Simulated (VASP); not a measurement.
Wanted: the native input for a VASP 6.6.1 run.

```yaml
Task: single point
Functional: PBEsol
Potentials_or_basis: VASP PAW PBE potentials, release 64 (Na_pv, F)
Cutoff: 520 eV
k_mesh: 10 × 10 × 10
Occupations: fermi-dirac, width 0.05 eV
Spin: no spin polarisation
Dipole_correction: no
Further_INCAR_settings: ALGO = Normal; EDIFF = 1e-06; NBANDS = 14
```

The structure of NaF (Villiaumite) lies in POSCAR:

```
NaF
1.0
    0.0000000000      2.3353646862      2.3353646862
    2.3353646862      0.0000000000      2.3353646862
    2.3353646862      2.3353646862      0.0000000000
Na F
1 1
Direct
    0.0000000000      0.0000000000      0.0000000000
    0.5000000000      0.5000000000      0.5000000000
```

This cell differs from its parent crystal: volume scaled by 1.02.

These files were run (other wordings do the same):

INCAR

```
SYSTEM = NaF
PREC = Accurate ; ENCUT = 520
EDIFF = 1E-6 ; ISMEAR = -1
SIGMA = 0.05 ; LREAL = .FALSE.
LASPH = .TRUE. ; NELM = 100
ALGO = Normal ; ISIF = 2
LWAVE = .FALSE. ; LCHARG = .FALSE.
GGA = PS ; NBANDS = 14
```

KPOINTS

```
regular mesh
0
G
  10 10 10
  0 0 0
```

Potentials or basis: VASP PAW PBE potentials, release 64 (Na_pv, F).

The run is started by

```bash
$ cat potpaw_PBE.64/Na_pv/POTCAR potpaw_PBE.64/F/POTCAR > POTCAR
$ mpirun -np 1 vasp_std > vasp.out
```

Results of the run:

```yaml
Pressure: -1.3 GPa
Band_gap_on_the_k_mesh: 6.04 eV, direct
```

Caveat: the PAW data sets were made with another functional, which shifts forces and pressure a little.

Wall time 19 s on 1 thread of Intel Xeon 8259CL, with other jobs on the host, peak memory 0.15 GiB.
